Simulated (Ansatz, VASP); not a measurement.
# Cu: VASP beside Ansatz

Contents of INCAR:

```
SYSTEM = Cu
PREC = Accurate ; ENCUT = 520
EDIFF = 1E-7 ; ISMEAR = -1
SIGMA = 0.1 ; LREAL = .FALSE.
LASPH = .TRUE. ; NELM = 80
ALGO = Normal ; ISIF = 2
LWAVE = .FALSE. ; LCHARG = .FALSE.
GGA = RE ; NBANDS = 12
```

KPOINTS

```
Automatic mesh
0
G
  14 14 14
  0 0 0
```

The input POSCAR:

```
Cu
1.0
    2.3971457612      0.0000000000      0.0000000000
    0.0000000000      2.3971457612      0.0000000000
    0.0000000000      0.0000000000      2.3971457612
Cu
1
Direct
    0.0000000000      0.0000000000      0.0000000000
```

Input for Ansatz:

```yaml
crystal:
  lattice:
    - [2.3971457612, 0.0, 0.0]
    - [0.0, 2.3971457612, 0.0]
    - [0.0, 0.0, 2.3971457612]
  atoms:
    - { symbol: Cu, position: [0.0, 0.0, 0.0] }
hamiltonian:
  xc: revpbe
  pseudopotentials:
    kind: paw
    azcp:
      Cu: "pseudopotentials/Cu.paw.azcp"
basis:
  ecutwfc: 420
  fft_grid_basis: typed
kpoints:
  mp_grid: { grid: [14, 14, 14], shift: [0, 0, 0] }
magnetization:
  spin_polarized: false
scf:
  occupations: { method: fermi_dirac, width: 0.1 }
  lower_state_search: "off"
output:
  stress: true
```

Alike in both runs: task single point; functional revPBE; k mesh 14 × 14 × 14; occupations fermi-dirac, width 0.1 eV; no spin polarisation.

|  | VASP | Ansatz |
| --- | --- | --- |
| version | VASP 6.6.1 | Ansatz 0.2.0 |
| potentials or method | VASP PAW PBE potentials, release 64 (Cu), cutoff 520 eV | plane waves (420 eV) with PAW, scalar-relativistic |
| valence electrons in the cell | 11 | 19 |

Ansatz gave:

```
pressure (GPa) : 4.1
```

Q: Estimate VASP's values.

A: Pressure (GPa): 4.5.

VASP's potentials were made for PBE, not for revPBE. With one functional, cell and mesh, what is left measures potentials, basis and numerics. VASP's potentials hold 11 valence electrons a cell and Ansatz's 19, so a difference there can come from the potentials and not from the codes.
